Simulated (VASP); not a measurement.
# MgS in VASP: a series of runs, part 2 of 2

VASP 6.6.1. The steps go on from the part before.

### Step 3. Density of states, LDA

This run uses another cell than the first one, of 17.61 Å³/atom, 0.980 times its volume.

Contents of POSCAR:

```
MgS
1.0
    0.0000000000      2.6016500000      2.6016500000
    2.6016500000      0.0000000000      2.6016500000
    2.6016500000      2.6016500000      0.0000000000
Mg S
1 1
Direct
    0.0000000000      0.0000000000      0.0000000000
    0.5000000000      0.5000000000      0.5000000000
```

Contents of INCAR.step1:

```
SYSTEM = MgS
ALGO = Normal
EDIFF = 1E-7
ENCUT = 520
GGA = CA
ISIF = 2
ISMEAR = -1
LASPH = .TRUE.
LCHARG = .TRUE.
LREAL = .FALSE.
LWAVE = .FALSE.
NBANDS = 11
NELM = 60
PREC = Accurate
SIGMA = 0.01
```

Contents of KPOINTS.step1:

```
k-points
0
G
  8 8 8
  0 0 0
```

Contents of INCAR.step2:

```
SYSTEM = MgS
ALGO = Normal
EDIFF = 1E-7
ENCUT = 520
GGA = CA
ICHARG = 11
ISIF = 2
ISMEAR = -5
LASPH = .TRUE.
LCHARG = .FALSE.
LORBIT = 11
LREAL = .FALSE.
LWAVE = .FALSE.
NBANDS = 11
NEDOS = 1001
NELM = 60
PREC = Accurate
SIGMA = 0.01
```

Contents of KPOINTS.step2:

```
k-points
0
G
  12 12 12
  0 0 0
```

Potentials or basis: VASP PAW LDA potentials, release 64 (Mg, S).

On the command line:

```
cat potpaw_LDA.64/Mg/POTCAR potpaw_LDA.64/S/POTCAR > POTCAR
cp INCAR.step1 INCAR
cp KPOINTS.step1 KPOINTS
mpirun -np 1 vasp_std > vasp.out
cp INCAR.step2 INCAR
cp KPOINTS.step2 KPOINTS
mpirun -np 1 vasp_std > vasp.out
```

OUTCAR:

```text
SYSTEM = MgS
   EDIFF = 1E-7
   ENCUT = 520
   GGA = CA
   ICHARG = 11
   ISIF = 2
   ISMEAR = -5
   LASPH = .TRUE.
   LORBIT = 11
   LREAL = .FALSE.
   NELM = 60
   PREC = Accurate

 ion  position               nearest neighbor table
   1  0.000  0.000  0.000-   2 2.60   2 2.60   2 2.60   2 2.60   2 2.60   2 2.60
   2  0.500  0.500  0.500-   1 2.60   1 2.60   1 2.60   1 2.60   1 2.60   1 2.60

  LATTYP: Found a face centered cubic cell.
 ALAT       =     5.2033000000

  Lattice vectors:

 A1 = (   0.0000000000,   2.6016500000,   2.6016500000)
 A2 = (   2.6016500000,   0.0000000000,   2.6016500000)
 A3 = (   2.6016500000,   2.6016500000,   0.0000000000)

Analysis of symmetry for initial positions (statically):
=====================================================================
 Subroutine PRICEL returns:
 Original cell was already a primitive cell.

 Routine SETGRP: Setting up the symmetry group for a
 face centered cubic supercell.

 Subroutine GETGRP returns: Found 48 space group operations
 (whereof 48 operations were pure point group operations)
 out of a pool of 48 trial point group operations.

The static configuration has the point symmetry O_h .

Analysis of symmetry for dynamics (positions and initial velocities):
=====================================================================
 Subroutine PRICEL returns:
 Original cell was already a primitive cell.

 Routine SETGRP: Setting up the symmetry group for a
 face centered cubic supercell.

 Subroutine GETGRP returns: Found 48 space group operations
 (whereof 48 operations were pure point group operations)
 out of a pool of 48 trial point group operations.

The dynamic configuration has the point symmetry O_h .

 Subroutine INISYM returns: Found 48 space group operations
 (whereof 48 operations are pure point group operations),
 and found     1 'primitive' translations

----------------------------------------------------------------------------------------

                                     Primitive cell

  volume of cell :      35.2190

  direct lattice vectors                    reciprocal lattice vectors
     0.000000000  2.601650000  2.601650000    -0.192185728  0.192185728  0.192185728
     2.601650000  0.000000000  2.601650000     0.192185728 -0.192185728  0.192185728
     2.601650000  2.601650000  0.000000000     0.192185728  0.192185728 -0.192185728

  length of vectors
     3.679288715  3.679288715  3.679288715     0.332875446  0.332875446  0.332875446

  position of ions in fractional coordinates (direct lattice)
     0.000000000  0.000000000  0.000000000
     0.500000000  0.500000000  0.500000000

  ion indices of the primitive-cell ions
   primitive index   ion index
                 1           1
                 2           2

----------------------------------------------------------------------------------------

 KPOINTS: k-points

Automatic generation of k-mesh.
 Grid dimensions read from file:
 generate k-points for:   12   12   12

 Generating k-lattice:

  Cartesian coordinates                     Fractional coordinates (reciprocal lattice)
    -0.016015477  0.016015477  0.016015477     0.083333333  0.000000000  0.000000000
[... 43 lines left out ...]
   k-points           NKPTS =     72   k-points in BZ     NKDIM =     72   number of bands    NBANDS=     11
   number of dos      NEDOS =   1001   number of ions     NIONS =      2
   total plane-waves  NPLWV =  21952
   dimension x,y,z NGX =    28 NGY =   28 NGZ =   28
   dimension x,y,z NGXF=    56 NGYF=   56 NGZF=   56
   ions per type =               1   1
   NGX,Y,Z   is equivalent  to a cutoff of  12.65, 12.65, 12.65 a.u.
   NGXF,Y,Z  is equivalent  to a cutoff of  25.30, 25.30, 25.30 a.u.
 SYSTEM =  MgS
   PREC   = accura    normal or accurate (medium, high low for compatibility)
   ISTART =      0    job   : 0-new  1-cont  2-samecut
   ICHARG =     11    charge: 1-file 2-atom 10-const
   ISPIN  =      1    spin polarized calculation?
   LNONCOLLINEAR =      F non collinear calculations
   LSORBIT =      F    spin-orbit coupling
   LASPH  =      T    aspherical Exc in radial PAW
   ENCUT  =  520.0 eV  38.22 Ry    6.18 a.u.   6.84  6.84  6.84*2*pi/ulx,y,z
   NELM   =     60;   NELMIN=  2; NELMDL=  0     # of ELM steps
   EDIFF  = 0.1E-06   stopping-criterion for ELM
   LREAL  =      F    real-space projection
   EDIFFG = 0.1E-05   stopping-criterion for IOM
   NSW    =      0    number of steps for IOM
   IBRION =     -1    ionic relax: 0-MD 1-quasi-New 2-CG
   NFREE  =      0    steps in history (QN), initial steepest desc. (CG)
   ISIF   =      2    stress and relaxation
   ISYM   =      2    0-nonsym 1-usesym 2-fastsym
   POTIM  = 0.5000    time-step for ionic-motion
   TEBEG  =    0.0;   TEEND  =   0.0 temperature during run
   PSTRESS=    0.0 pullay stress
   NELECT =       8.0000    total number of electrons
   NUPDOWN=      -1.0000    fix difference up-down
   EMIN   =  10.00;   EMAX   =-10.00  energy-range for DOS
   EFERMI =   0.00;   METHOD = LEGACY
   ISMEAR =    -5;   SIGMA  =   0.01  broadening in eV -4-tet -1-fermi 0-gaus
   EFERMI_NEDOS =   21; number of points for ismear=-14 and -15
   IALGO  =     38    algorithm
   IMIX   =      4    mixing-type and parameters
     AMIX     =   0.40;   BMIX     =  1.00
     AMIX_MAG =   1.60;   BMIX_MAG =  1.00
  volume/ion in A,a.u.               =      17.61       118.83
  Fermi-wavevector in a.u.,A,eV,Ry     =   0.998878  1.887606 13.575323  0.997758
  Thomas-Fermi vector in A             =   2.131131
   LORBIT       =     11    0 simple, 1 ext, 2 COOP (PROOUT), +10 PAW based schemes
   GGA     = CA    functional components
   LHFCALC =     F    Hartree Fock is set to
   AEXX    =    0.0000 exact exchange contribution
   IVDW    =     0    specifies the selected vdW correction
   LEPSILON=     F    determine dielectric tensor
   LRPA    =     F    only Hartree local field effects (RPA)
 non-spin polarized calculation
 Fermi weights with tetrahedron method with Bloechl corrections
  energy-cutoff  :      520.00
  volume of cell :       35.22
 maximum number of plane-waves:       960

 number of electron       8.0000000 magnetization

 Free energy of the ion-electron system (eV)
  ---------------------------------------------------
  ext. energy  EPLUGINS =         0.00000000
  ---------------------------------------------------
  free energy    TOTEN  =        -9.57159408 eV

  energy without entropy =       -9.57159408  energy(sigma->0) =       -9.57159408

 E-fermi :   3.6020     XC(G=0):  -9.9880

 val. band max:        3.5805286423   @ k =   0.0000   0.0000   0.0000
 cond. band min:       6.1387917821   @ k =   0.5000   0.5000   0.0000
 fundamental gap:      2.5582631398
 Fermi energy:         3.6019753849

 k-point     1 :       0.0000    0.0000    0.0000
  band No.  band energies     occupation
      1      -9.0598      2.00000
      2       3.5805      2.00000
      3       3.5805      2.00000
      4       3.5805      2.00000
      5       7.0725      0.00000
      6      11.4182      0.00000
      7      11.4182      0.00000
      8      11.4182      0.00000
      9      13.8463      0.00000
     10      13.8463      0.00000
     11      15.9345      0.00000
[... 309 lines left out ...]
 k-point    24 :      -0.4167    0.1667    0.0000
  band No.  band energies     occupation
      1      -7.6125      2.00000
      2      -0.9790      2.00000
      3       1.7928      2.00000
      4       2.7685      2.00000
      5       8.6891      0.00000
      6       9.8725      0.00000
      7      11.0644      0.00000
      8      13.4080      0.00000
      9      15.9814      0.00000
     10      16.3342      0.00000
     11      17.2487      0.00000

 [... further k-points ...]
[... 5 lines left out ...]
  --------------------------------------------------------------------------------------
  -------------------------------------------------------------------------------------
  Total       -0.8479613     -0.8479613     -0.8479613     -0.0000000     -0.0000000      0.0000000
  in kB      -38.5753599    -38.5753599    -38.5753599     -0.0000000     -0.0000000      0.0000000
  external PRESSURE =     -38.5753599 kB  Pullay stress =       0.0000000 kB

 VOLUME and BASIS-vectors are now :
 -----------------------------------------------------------------------------
  energy-cutoff  :      520.00
  volume of cell :       35.22
      direct lattice vectors                 reciprocal lattice vectors
     0.000000000  2.601650000  2.601650000    -0.192185728  0.192185728  0.192185728
     2.601650000  0.000000000  2.601650000     0.192185728 -0.192185728  0.192185728
     2.601650000  2.601650000  0.000000000     0.192185728  0.192185728 -0.192185728

 POSITION                                       TOTAL-FORCE (eV/Angst)
 -----------------------------------------------------------------------------------
      0.00000      0.00000      0.00000         0.000000      0.000000      0.000000
      2.60165      2.60165      2.60165        -0.000000     -0.000000     -0.000000
 -----------------------------------------------------------------------------------
    total drift:                                0.000000      0.000000      0.000000

  FREE ENERGIE OF THE ION-ELECTRON SYSTEM (eV)
  ---------------------------------------------------
  free  energy   TOTEN  =        -9.5715940785 eV

  energy  without entropy=       -9.5715940785  energy(sigma->0) =       -9.57159408

 total charge

# of ion       s       p       d       tot
------------------------------------------
    1        0.144   0.135   0.040   0.318
    2        1.314   2.484   0.000   3.797
--------------------------------------------------
tot          1.457   2.618   0.040   4.116
```

It took 18 s on 1 thread of Intel Xeon Platinum 8559C (Emerald Rapids), shared host; peak memory 0.15 GiB.

Results:

- Valence electrons inside the program's atomic spheres: Mg 0.32; S 3.80

Levels at points of the mesh, in eV from the valence-band top:
| k point | band 2 | band 3 | band 4 | band 5 | band 6 | band 7 |
| --- | --- | --- | --- | --- | --- | --- |
| (0.00, 0.00, 0.00) | 0.00 | 0.00 | 0.00 | 3.49 | 7.84 | 7.84 |
| (0.50, 0.00, 0.00) | -4.91 | -0.59 | -0.59 | 4.38 | 6.74 | 6.74 |
| (0.50, 0.50, 0.00) | -4.25 | -1.71 | -1.71 | 2.56 | 4.25 | 11.79 |

### Step 4. Electric field gradients, LDA (equal xy, yz and zx shear strains of -2 %)

Contents of INCAR:

```
SYSTEM = MgS
PREC     = Accurate       ! precision mode
ENCUT    = 520            ! plane-wave cutoff, eV
EDIFF    = 1E-8           ! SCF threshold, eV
ISMEAR   = -1             ! smearing method
SIGMA    = 0.01           ! smearing width, eV
LREAL    = .FALSE.        ! projectors in reciprocal space
LASPH    = .TRUE.         ! aspherical terms in the spheres
NELM     = 80             ! most SCF steps
ALGO     = Normal         ! electronic algorithm
ISIF     = 2              ! what is computed and relaxed
LWAVE    = .FALSE.        ! write WAVECAR
LCHARG   = .FALSE.        ! write CHGCAR
GGA      = CA             ! functional
LEFG     = .TRUE.       
NBANDS   = 11             ! bands
```

Contents of KPOINTS:

```
Automatic mesh
0
G
  8 8 8
  0 0 0
```

Contents of POSCAR:

```
MgS
1.0
   -0.0520330000      2.5756335000      2.5756335000
    2.5756335000     -0.0520330000      2.5756335000
    2.5756335000      2.5756335000     -0.0520330000
Mg S
1 1
Direct
    0.0000000000      0.0000000000      0.0000000000
    0.5000000000      0.5000000000      0.5000000000
```

Potentials or basis: VASP PAW LDA potentials, release 64 (Mg, S).

On the command line:

```
cat potpaw_LDA.64/Mg/POTCAR potpaw_LDA.64/S/POTCAR > POTCAR
mpirun -np 1 vasp_std > vasp.out
```

OUTCAR:

```text
SYSTEM = MgS
   PREC = Accurate
   ENCUT = 520
   EDIFF = 1E-8
   ISMEAR = -1
   LREAL = .FALSE.
   LASPH = .TRUE.
   NELM = 80
   ISIF = 2
   GGA = CA

 ion  position               nearest neighbor table
   1  0.000  0.000  0.000-   2 2.60   2 2.60   2 2.60   2 2.60   2 2.60   2 2.60
   2  0.500  0.500  0.500-   1 2.60   1 2.60   1 2.60   1 2.60   1 2.60   1 2.60

  LATTYP: Found a trigonal (rhomboedric) cell.
 ALAT       =     3.6428674538
 COS(alpha) =     0.4797000918

  Lattice vectors:

 A1 = (  -0.0520330000,   2.5756335000,   2.5756335000)
[... 549 lines left out ...]
  free  energy   TOTEN  =        -9.5645095963 eV

  energy  without entropy=       -9.5645095963  energy(sigma->0) =       -9.56450960

 Electric field gradients (V/A^2)
---------------------------------------------------------------------
 ion       V_xx      V_yy      V_zz      V_xy      V_xz      V_yz
---------------------------------------------------------------------
   1      -0.000     0.000    -0.000     0.349     0.349     0.349
   2      -0.000    -0.000    -0.000    -5.496    -5.496    -5.496
---------------------------------------------------------------------

 Electric field gradients after diagonalization (V/A^2)
 (convention: |V_zz| > |V_xx| > |V_yy|)
----------------------------------------------------------------------
 ion       V_xx      V_yy      V_zz     asymmetry (V_yy - V_xx)/ V_zz
----------------------------------------------------------------------
   1      -0.349    -0.349     0.699       0.000
   2       5.496     5.496   -10.992       0.000
----------------------------------------------------------------------

           NMR quadrupolar parameters

 Cq : quadrupolar parameter    Cq=e*Q*V_zz/h
 eta: asymmetry parameters     (V_yy - V_xx)/ V_zz
 Q  : nuclear electric quadrupole moment in mb (millibarn)
----------------------------------------------------------------------
 ion       Cq(MHz)       eta       Q (mb)
----------------------------------------------------------------------
   1       0.002       0.000       1.000
   2      -0.027       0.000       1.000
----------------------------------------------------------------------
```

stdout:

```text
POSCAR found type information on POSCAR MgS
 POSCAR found :  2 types and       2 ions
 scaLAPACK will be used
 LDA part: xc-table for (Slater(with rela. corr.)+CA(PZ))
 , standard interpolation
 POSCAR, INCAR and KPOINTS ok, starting setup
 FFT: planning ... GRIDC
 FFT: planning ... GRID_SOFT
 FFT: planning ... GRID
 WAVECAR not read
 entering main loop
ion   1

ion   2
```

Wall time 19 s (1 thread of Intel Xeon 6975P-C (Granite Rapids), shared host); peak memory 0.15 GiB.

What came out:

```yaml
Free_energy: -9.5645 eV
Pressure: -3.8 GPa
Band_gap_on_the_k_mesh: 2.37 eV, indirect (least direct gap 3.30 eV)
```

Electric field gradients, principal values (V/Å²):
| atom | least | middle | greatest (by size) |
| --- | --- | --- | --- |
| 1 Mg | -0.349 | -0.349 | 0.699 |
| 2 S | 5.496 | 5.496 | -10.992 |

Caveat: the cell differs from its parent crystal (equal xy, yz and zx shear strains of -2 %); without QUAD_EFG the Cq values of the log hold for a quadrupole moment of 1 mb, not for the nuclei. A k mesh can miss the band edges.

### Step 5. The runs side by side

```tsv
task	cell	k mesh for the DOS	occupations for the DOS	gap on the mesh (eV)	pressure (GPa)
electric field gradients	a = 3.704 Å, angles 60.0°, 2 atoms	-	-	2.52	-5.1
density of states	a = 3.679 Å, angles 60.0°, 2 atoms	12 × 12 × 12	tetrahedron	-	-
electric field gradients	a = 3.643 Å, angles 61.3°, 2 atoms	-	-	2.37	-3.8
```

Alike in all rows: level LDA; potentials or basis VASP PAW LDA potentials, release 64 (Mg, S); no spin polarisation; k mesh 8 × 8 × 8; cutoff (eV) 520; smearing fermi-dirac 0.01 eV.

Absolute energies hang on the potentials; compare differences alone.
